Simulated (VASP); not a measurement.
ZnO (k07):

```
CELL_PARAMETERS angstrom
3.25000 0.00000 0.00000
-1.62500 2.81458 0.00000
0.00000 0.00000 5.20500
ATOMIC_POSITIONS crystal
Zn 0.33333 0.66667 0.00000
Zn 0.66667 0.33333 0.50000
O 0.33333 0.66667 0.50000
O 0.66667 0.33333 0.00000
```

| Item | Value |
| --- | --- |
| Program | VASP 6.6.1 |
| Task | relaxation of cell and atoms |
| Functional | PBEsol |
| Potentials or basis | VASP PAW PBE potentials, release 64 (Zn, O) |
| Cutoff | 600 eV |
| k mesh | 15 × 15 × 8 |
| Occupations | gaussian, width 0.02 eV |
| Spin | no spin polarisation |

At the start: pressure 5.6 GPa; volume 11.90 Å³/atom.

Task: Where does the relaxation end?

Result: Over 17 steps the energy falls by 68.4 meV/atom and the volume is 11.37 Å³/atom (-4.5 %); space group P6_3/mmc (No. 194, to 0.05 Å).

Step by step:
| step | energy change (eV) | largest force (eV/Å) | pressure (GPa) | volume (Å³) |
| --- | --- | --- | --- | --- |
| 1 | 0.0000 | 0.0000 | 5.60 | 47.61 |
| 2 | -0.0755 | 0.0000 | -6.82 | 50.49 |
| 3 | -0.0902 | 0.0000 | -3.70 | 49.60 |
| 4 | -0.1549 | 0.0000 | -3.09 | 48.44 |
| 5 | -0.2656 | 0.0000 | 2.64 | 44.81 |
| 6 | -0.2660 | 0.0000 | 2.06 | 45.07 |
| 7 | -0.2709 | 0.0000 | -1.31 | 45.76 |
| 8 | -0.2735 | 0.0000 | -0.10 | 45.50 |
| 9 | -0.2735 | 0.0000 | -0.10 | 45.51 |
| 10 | -0.2735 | 0.0000 | -0.03 | 45.44 |
| 11 | -0.2735 | 0.0000 | 0.10 | 45.42 |
| 12 | -0.2735 | 0.0000 | 0.16 | 45.44 |
| 13 | -0.2735 | 0.0000 | 0.03 | 45.44 |
| 14 | -0.2735 | 0.0000 | 0.05 | 45.46 |
| 15 | -0.2735 | 0.0000 | -0.26 | 45.53 |
| 16 | -0.2735 | 0.0000 | -0.10 | 45.47 |
| 17 | -0.2735 | 0.0000 | -0.01 | 45.47 |

Final structure:
```
Zn O
1.0
     3.41937    0.00000    0.00000
    -1.70968    2.96126    0.00000
     0.00000    0.00000    4.49025
Zn O
2 2
Direct
  0.33333 0.66667 0.00000
  0.66667 0.33333 0.50000
  0.33333 0.66667 0.50000
  0.66667 0.33333 0.00000
```

Caveat: the PAW data sets were made with another functional, which shifts forces and pressure a little.
